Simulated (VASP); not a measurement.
Set up this calculation in VASP 6.6.1, as the native input.

```yaml
Task: single point
Functional: PBE
Potentials_or_basis: VASP PAW PBE potentials, release 64 (Co)
Cutoff: 520 eV
k_mesh: 24 × 24 × 12
Occupations: gaussian, width 0.15 eV
Spin: collinear spin, ferromagnetic start
Starting_moments: "[1.65, 1.65] μB"
Fixed_moment: 3.3 μB
Dipole_correction: no
Further_INCAR_settings: ALGO = Fast; EDIFF = 1e-06; NBANDS = 20
```

The structure of Co lies in POSCAR:

```
Co
1.0
    2.5607048027      0.0000000000      0.0000000000
   -1.2803524014      2.2176354108      0.0000000000
    0.0000000000      0.0000000000      4.1414337872
Co
2
Direct
    0.6666666667      0.3333333333      0.2500000000
    0.3333333333      0.6666666667      0.7500000000
```

One way to write it, as run:

INCAR

```
PREC = Accurate
ENCUT = 520
EDIFF = 1E-6
ISMEAR = 0
SIGMA = 0.15
LREAL = F
LASPH = T
NELM = 150
ALGO = Fast
ISIF = 2
LWAVE = F
LCHARG = T
ISPIN = 2
MAGMOM = 1.65 1.65
LORBIT = 11
NUPDOWN = 3.3
LMAXMIX = 4
GGA = PE
LELF = T
LVHAR = T
NBANDS = 20
```

KPOINTS

```
regular mesh
0
Gamma
  24 24 12
```

Potentials or basis: VASP PAW PBE potentials, release 64 (Co).

The run is started by

```console
$ cat potpaw_PBE.64/Co/POTCAR > POTCAR
$ mpirun -np 1 vasp_std > vasp.out
```

It gave:

```
Pressure                                              : -14.5 GPa
Net moment                                            : 3.30 μB per cell
Site moments                                          : Co +1.69 μB
Valence electrons inside the program's atomic spheres : Co 8.13
```

Caveat: the cell stands under tension; the total moment is fixed, so each spin has its own Fermi level and the state may be an excited one.

Run time: 4.9 min on 1 thread of AMD EPYC 9R45 96-Core Processor (Zen 5) (shared host), peak memory 0.33 GiB.
